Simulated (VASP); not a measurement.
# Pd in VASP: further runs

Runs on Pd. Level: PBEsol. Tasks: electric field gradients.

Program: VASP 6.6.1. These are calculated values, not measurements. Logs are shortened: lines on timing, memory, paths and dates and some standing lists are left out, and cuts for length are marked.

**1. The cell of the first run**

Symmetry: I4/mmm, No. 139, tetragonal system. Conventional cell: a = 2.751 Å, b = 2.751 Å, c = 3.851 Å, α = 90.00°, β = 90.00°, γ = 90.00°. Within 3.6 Å of Pd (site symmetry 4/mmm) lie 12 Pd at 2.74 to 2.75 Å.

**2. Electric field gradients, PBEsol (zz strain of -1 %)**

Input file INCAR:

```
SYSTEM = Pd
PREC = Accurate
ENCUT = 520
EDIFF = 1E-8
ISMEAR = -1
SIGMA = 0.05
LREAL = .False.
LASPH = .True.
NELM = 80
ALGO = Normal
ISIF = 2
LWAVE = .False.
LCHARG = .False.
GGA = PS
LEFG = .True.
NBANDS = 11
```

Input file KPOINTS:

```
Automatic mesh
0
Gamma
  18 18 18
  0 0 0
```

Input file POSCAR:

```
Pd
1.0
    0.0000000000      1.9449000000      1.9254510000
    1.9449000000      0.0000000000      1.9254510000
    1.9449000000      1.9449000000      0.0000000000
Pd
1
Direct
    0.0000000000      0.0000000000      0.0000000000
```

Potentials or basis: VASP PAW PBE potentials, release 64 (Pd).

On the command line:

```bash
$ cat potpaw_PBE.64/Pd/POTCAR > POTCAR
$ mpirun -np 1 vasp_std > vasp.out
```

OUTCAR:

```text
SYSTEM = Pd
   PREC = Accurate
   ENCUT = 520
   EDIFF = 1E-8
   ISMEAR = -1
   LREAL = .False.
   LASPH = .True.
   NELM = 80
   ISIF = 2
   GGA = PS

 ion  position               nearest neighbor table
   1  0.000  0.000  0.000-

  LATTYP: Found a body centered tetragonal cell.
 ALAT       =     2.7505039575
 C/A-ratio  =     1.4000714267

  Lattice vectors:

 A1 = (   0.0000000000,  -1.9449000000,  -1.9254510000)
 A2 = (   0.0000000000,   1.9449000000,  -1.9254510000)
 A3 = (   1.9449000000,   0.0000000000,   1.9254510000)

Analysis of symmetry for initial positions (statically):
=====================================================================
 Subroutine PRICEL returns:
 Original cell was already a primitive cell.

 Routine SETGRP: Setting up the symmetry group for a
 body centered tetragonal supercell.

 Subroutine GETGRP returns: Found 16 space group operations
 (whereof 16 operations were pure point group operations)
 out of a pool of 16 trial point group operations.

The static configuration has the point symmetry D_4h.

Analysis of symmetry for dynamics (positions and initial velocities):
=====================================================================
 Subroutine PRICEL returns:
 Original cell was already a primitive cell.

 Routine SETGRP: Setting up the symmetry group for a
 body centered tetragonal supercell.

 Subroutine GETGRP returns: Found 16 space group operations
 (whereof 16 operations were pure point group operations)
 out of a pool of 16 trial point group operations.

The dynamic configuration has the point symmetry D_4h.

 Subroutine INISYM returns: Found 16 space group operations
 (whereof 16 operations are pure point group operations),
 and found     1 'primitive' translations

----------------------------------------------------------------------------------------

                                     Primitive cell

  volume of cell :      14.5666

  direct lattice vectors                    reciprocal lattice vectors
     0.000000000  1.944900000  1.925451000    -0.257082626  0.257082626  0.259679421
     1.944900000  0.000000000  1.925451000     0.257082626 -0.257082626  0.259679421
     1.944900000  1.944900000  0.000000000     0.257082626  0.257082626 -0.259679421

  length of vectors
     2.736785992  2.736785992  2.750503957     0.446784461  0.446784461  0.446784461

  position of ions in fractional coordinates (direct lattice)
     0.000000000  0.000000000  0.000000000

  ion indices of the primitive-cell ions
   primitive index   ion index
                 1           1

----------------------------------------------------------------------------------------

 KPOINTS: Automatic mesh

Automatic generation of k-mesh.
 Grid dimensions read from file:
 generate k-points for:   18   18   18

 Generating k-lattice:

  Cartesian coordinates                     Fractional coordinates (reciprocal lattice)
    -0.014282368  0.014282368  0.014426634     0.055555556  0.000000000  0.000000000
     0.014282368 -0.014282368  0.014426634     0.000000000  0.055555556  0.000000000
     0.014282368  0.014282368 -0.014426634    -0.000000000 -0.000000000  0.055555556

  Length of vectors
     0.024821359  0.024821359  0.024821359

  Shift w.r.t. Gamma in fractional coordinates (k-lattice)
     0.000000000  0.000000000  0.000000000

 Subroutine IBZKPT returns following result:
 ===========================================

 Found    480 irreducible k-points:

 Following reciprocal coordinates:
            Coordinates               Weight
  0.000000  0.000000  0.000000      1.000000
  0.055556 -0.000000  0.000000      8.000000
  0.111111 -0.000000  0.000000      8.000000
  0.166667  0.000000  0.000000      8.000000
  0.222222 -0.000000  0.000000      8.000000
  0.277778  0.000000  0.000000      8.000000
[... 16 lines left out ...]
 -0.277778  0.055556  0.000000      8.000000
 -0.222222  0.055556  0.000000      8.000000
 [... further k-points ...]
   k-points           NKPTS =    480   k-points in BZ     NKDIM =    480   number of bands    NBANDS=     11
   number of dos      NEDOS =    301   number of ions     NIONS =      1
   total plane-waves  NPLWV =   8000
   dimension x,y,z NGX =    20 NGY =   20 NGZ =   20
   dimension x,y,z NGXF=    40 NGYF=   40 NGZF=   40
   ions per type =               1
   NGX,Y,Z   is equivalent  to a cutoff of  12.15, 12.15, 12.09 a.u.
   NGXF,Y,Z  is equivalent  to a cutoff of  24.30, 24.30, 24.18 a.u.
 SYSTEM =  Pd
   PREC   = accura    normal or accurate (medium, high low for compatibility)
   ISTART =      0    job   : 0-new  1-cont  2-samecut
   ICHARG =      2    charge: 1-file 2-atom 10-const
   ISPIN  =      1    spin polarized calculation?
   LNONCOLLINEAR =      F non collinear calculations
   LSORBIT =      F    spin-orbit coupling
   LASPH  =      T    aspherical Exc in radial PAW
   ENCUT  =  520.0 eV  38.22 Ry    6.18 a.u.   5.09  5.09  5.11*2*pi/ulx,y,z
   NELM   =     80;   NELMIN=  2; NELMDL= -5     # of ELM steps
   EDIFF  = 0.1E-07   stopping-criterion for ELM
   LREAL  =      F    real-space projection
   EDIFFG = 0.1E-06   stopping-criterion for IOM
   NSW    =      0    number of steps for IOM
   IBRION =     -1    ionic relax: 0-MD 1-quasi-New 2-CG
   NFREE  =      0    steps in history (QN), initial steepest desc. (CG)
   ISIF   =      2    stress and relaxation
   ISYM   =      2    0-nonsym 1-usesym 2-fastsym
   POTIM  = 0.5000    time-step for ionic-motion
   TEBEG  =    0.0;   TEEND  =   0.0 temperature during run
   PSTRESS=    0.0 pullay stress
   NELECT =      10.0000    total number of electrons
   NUPDOWN=      -1.0000    fix difference up-down
   EMIN   =  10.00;   EMAX   =-10.00  energy-range for DOS
   EFERMI =   0.00;   METHOD = LEGACY
   ISMEAR =    -1;   SIGMA  =   0.05  broadening in eV -4-tet -1-fermi 0-gaus
   EFERMI_NEDOS =   21; number of points for ismear=-14 and -15
   IALGO  =     38    algorithm
   IMIX   =      4    mixing-type and parameters
     AMIX     =   0.40;   BMIX     =  1.00
     AMIX_MAG =   1.60;   BMIX_MAG =  1.00
  volume/ion in A,a.u.               =      14.57        98.30
  Fermi-wavevector in a.u.,A,eV,Ry     =   1.444184  2.729112 28.377223  2.085667
  Thomas-Fermi vector in A             =   2.562507
   LORBIT       =      0    0 simple, 1 ext, 2 COOP (PROOUT), +10 PAW based schemes
   GGA     = PS    functional components
   LHFCALC =     F    Hartree Fock is set to
   AEXX    =    0.0000 exact exchange contribution
   IVDW    =     0    specifies the selected vdW correction
   LEPSILON=     F    determine dielectric tensor
   LRPA    =     F    only Hartree local field effects (RPA)
 non-spin polarized calculation
  energy-cutoff  :      520.00
  volume of cell :       14.57
 maximum number of plane-waves:       400
   NGX = 11   NGY = 11   NGZ = 11

 number of electron      10.0000001 magnetization

 Free energy of the ion-electron system (eV)
  ---------------------------------------------------
  ext. energy  EPLUGINS =         0.00000000
  ---------------------------------------------------
  free energy    TOTEN  =        -5.97279150 eV

  energy without entropy =       -5.95494874  energy(sigma->0) =       -5.96387012

 E-fermi :   9.8400     XC(G=0): -13.4582

 val. band max:        9.8388875503   @ k =  -0.4444   0.3889   0.1111
 cond. band min:       9.8428176817   @ k =   0.5000   0.0556   0.0000
 fundamental gap:      0.0039301314
 Fermi energy:         9.8400332358

 k-point     1 :       0.0000    0.0000    0.0000
  band No.  band energies     occupation
      1       2.4955      2.00000
      2       6.8901      2.00000
      3       6.8901      2.00000
      4       6.9860      2.00000
      5       8.5370      2.00000
      6       8.6376      2.00000
      7      26.9675      0.00000
      8      31.7251      0.00000
      9      31.7251      0.00000
     10      31.9733      0.00000
     11      35.8856      0.00000

 k-point     2 :       0.0556   -0.0000    0.0000
  band No.  band energies     occupation
      1       2.6093      2.00000
      2       6.8655      2.00000
      3       6.9303      2.00000
      4       7.0089      2.00000
      5       8.5186      2.00000
      6       8.6165      2.00000
      7      27.0930      0.00000
      8      31.0362      0.00000
      9      31.8590      0.00000
     10      32.0333      0.00000
     11      35.9322      0.00000

 k-point     3 :       0.1111   -0.0000    0.0000
  band No.  band energies     occupation
      1       2.9381      2.00000
      2       6.7713      2.00000
      3       7.0347      2.00000
      4       7.1041      2.00000
      5       8.4817      2.00000
      6       8.5704      2.00000
      7      27.3793      0.00000
      8      29.5014      0.00000
      9      32.2405      0.00000
     10      32.4036      0.00000
     11      35.9597      0.00000

 k-point     4 :       0.1667    0.0000    0.0000
  band No.  band energies     occupation
      1       3.4348      2.00000
      2       6.6748      2.00000
      3       7.1499      2.00000
      4       7.2220      2.00000
      5       8.4839      2.00000
      6       8.5541      2.00000
      7      27.1125      0.00000
      8      28.3010      0.00000
      9      32.7997      0.00000
     10      32.9537      0.00000
     11      35.9632      0.00000

 k-point     5 :       0.2222   -0.0000    0.0000
  band No.  band energies     occupation
      1       3.9816      2.00000
      2       6.7211      2.00000
      3       7.1963      2.00000
      4       7.2780      2.00000
      5       8.6058      2.00000
      6       8.6484      2.00000
      7      25.3918      0.00000
      8      28.1735      0.00000
      9      33.3622      0.00000
     10      33.4944      0.00000
     11      35.5762      0.00000
[... 211 lines left out ...]
 k-point    21 :      -0.3889    0.0556    0.0000
  band No.  band energies     occupation
      1       4.5287      2.00000
      2       6.9472      2.00000
      3       6.9573      2.00000
      4       8.8123      2.00000
      5       9.4754      1.99864
      6      10.4704      0.00001
      7      18.8745      0.00000
      8      26.7146      0.00000
      9      30.5916      0.00000
     10      31.7868      0.00000
     11      35.9317      0.00000

 k-point    22 :      -0.3333    0.0556    0.0000
  band No.  band energies     occupation
      1       4.5761      2.00000
      2       7.0537      2.00000
      3       7.0541      2.00000
      4       8.0353      2.00000
      5       9.1227      2.00000
      6       9.8358      1.04225
      7      20.7371      0.00000
      8      27.1498      0.00000
      9      31.0569      0.00000
     10      33.0016      0.00000
     11      35.8360      0.00000

 k-point    23 :      -0.2778    0.0556    0.0000
  band No.  band energies     occupation
      1       4.5258      2.00000
      2       7.0949      2.00000
      3       7.1691      2.00000
      4       7.2856      2.00000
      5       8.7475      2.00000
      6       9.3707      1.99983
      7      22.7766      0.00000
      8      27.6723      0.00000
      9      31.6823      0.00000
     10      34.5127      0.00000
     11      35.0308      0.00000

 k-point    24 :      -0.2222    0.0556    0.0000
  band No.  band energies     occupation
      1       4.2297      2.00000
      2       6.6762      2.00000
      3       7.2519      2.00000
      4       7.2961      2.00000
      5       8.4411      2.00000
      6       9.0128      2.00000
      7      24.8194      0.00000
      8      28.0852      0.00000
      9      32.1583      0.00000
     10      34.4214      0.00000
     11      34.7832      0.00000

 [... further k-points ...]
[... 5 lines left out ...]
  --------------------------------------------------------------------------------------
  -------------------------------------------------------------------------------------
  Total       -0.0698852     -0.0698852     -0.0137034      0.0000000      0.0000000      0.0000000
  in kB       -7.6866842     -7.6866842     -1.5072336      0.0000000      0.0000000      0.0000000
  external PRESSURE =      -5.6268673 kB  Pullay stress =       0.0000000 kB

 VOLUME and BASIS-vectors are now :
 -----------------------------------------------------------------------------
  energy-cutoff  :      520.00
  volume of cell :       14.57
      direct lattice vectors                 reciprocal lattice vectors
     0.000000000  1.944900000  1.925451000    -0.257082626  0.257082626  0.259679421
     1.944900000  0.000000000  1.925451000     0.257082626 -0.257082626  0.259679421
     1.944900000  1.944900000  0.000000000     0.257082626  0.257082626 -0.259679421

 POSITION                                       TOTAL-FORCE (eV/Angst)
 -----------------------------------------------------------------------------------
      0.00000      0.00000      0.00000         0.000000      0.000000      0.000000
 -----------------------------------------------------------------------------------
    total drift:                               -0.000000     -0.000000     -0.000000

  FREE ENERGIE OF THE ION-ELECTRON SYSTEM (eV)
  ---------------------------------------------------
  free  energy   TOTEN  =        -5.9727914955 eV

  energy  without entropy=       -5.9549487376  energy(sigma->0) =       -5.96387012

 Electric field gradients (V/A^2)
---------------------------------------------------------------------
 ion       V_xx      V_yy      V_zz      V_xy      V_xz      V_yz
---------------------------------------------------------------------
   1      -0.538    -0.538     1.076    -0.000     0.000     0.000
---------------------------------------------------------------------

 Electric field gradients after diagonalization (V/A^2)
 (convention: |V_zz| > |V_xx| > |V_yy|)
----------------------------------------------------------------------
 ion       V_xx      V_yy      V_zz     asymmetry (V_yy - V_xx)/ V_zz
----------------------------------------------------------------------
   1      -0.538    -0.538     1.076       0.000
----------------------------------------------------------------------

           NMR quadrupolar parameters

 Cq : quadrupolar parameter    Cq=e*Q*V_zz/h
 eta: asymmetry parameters     (V_yy - V_xx)/ V_zz
 Q  : nuclear electric quadrupole moment in mb (millibarn)
----------------------------------------------------------------------
 ion       Cq(MHz)       eta       Q (mb)
----------------------------------------------------------------------
   1       0.003       0.000       1.000
----------------------------------------------------------------------
```

Wall time 74 s (1 thread of AMD EPYC 7R43 (Zen 3), shared host); peak memory 0.15 GiB.

What came out:

```
Free energy            : -5.9728 eV
Pressure               : -0.6 GPa
Band gap on the k mesh : zero (band 5 reaches 10.17 eV, above the bottom of band 6 at 8.55 eV)
```

Stress tensor (GPa, compression positive):
```
-0.77  0.00  0.00
 0.00 -0.77  0.00
 0.00  0.00 -0.15
```

Levels at points of the mesh, in eV from the Fermi level:
```tsv
k point	band 1	band 2	band 3	band 4	band 5	band 6	band 7	band 8	band 9	band 10
(0.00, 0.00, 0.00)	-7.34	-2.95	-2.95	-2.85	-1.30	-1.20	17.13	21.89	21.89	22.13
(0.50, 0.00, 0.00)	-5.45	-3.01	-2.92	-0.04	0.00	0.89	7.36	16.48	21.02	21.24
(0.50, 0.50, 0.00)	-5.54	-5.24	-0.05	0.30	0.30	3.38	11.02	13.05	13.05	21.55
(0.50, 0.00, 0.50)	-5.54	-5.24	-0.04	0.26	0.33	3.18	10.75	13.21	13.27	21.72
```

Electric field gradients, principal values (V/Å²):
```tsv
atom	least	middle	greatest (by size)
1 Pd	-0.538	-0.538	1.076
```

Caveat: the cell differs from its parent crystal (zz strain of -1 %); without QUAD_EFG the Cq values of the log hold for a quadrupole moment of 1 mb, not for the nuclei; the PAW data sets were made with another functional, which shifts forces and pressure a little.

(Continued in part 2 of 3.)
